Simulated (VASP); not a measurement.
A run of VASP 6.6.1:

INCAR

```
  PREC = Accurate
  ENCUT = 520
  EDIFF = 1E-6
  ISMEAR = -1
  SIGMA = 0.05
  LREAL = F
  LASPH = T
  NELM = 100
  ALGO = Normal
  ISIF = 2
  LWAVE = F
  LCHARG = F
  GGA = PS
  NBANDS = 14
```

The input KPOINTS:

```
Automatic mesh
0
Gamma
  9 9 9
```

The input POSCAR:

```
HfN
1.0
    0.0000000000      2.4871259940      2.4871259940
    2.4871259940      0.0000000000      2.4871259940
    2.4871259940      2.4871259940      0.0000000000
Hf N
1 1
Direct
    0.0000000000      0.0000000000      0.0000000000
    0.2500000000      0.2500000000      0.2500000000
```

Potentials or basis: VASP PAW PBE potentials, release 64 (Hf_pv, N).

Run with:

```bash
$ cat potpaw_PBE.64/Hf_pv/POTCAR potpaw_PBE.64/N/POTCAR > POTCAR
$ mpirun -np 1 vasp_std > vasp.out
```

Hardware: 1 thread of AMD EPYC 7R43 64-Core Processor (Zen 3), with other jobs on the host.

Q: Estimate the wall time of this run.

A: Wall time 25 s on 1 thread of AMD EPYC 7R43 64-Core Processor (Zen 3), on a shared host, peak memory 0.13 GiB. Counts: scf iterations 13, k points 35.
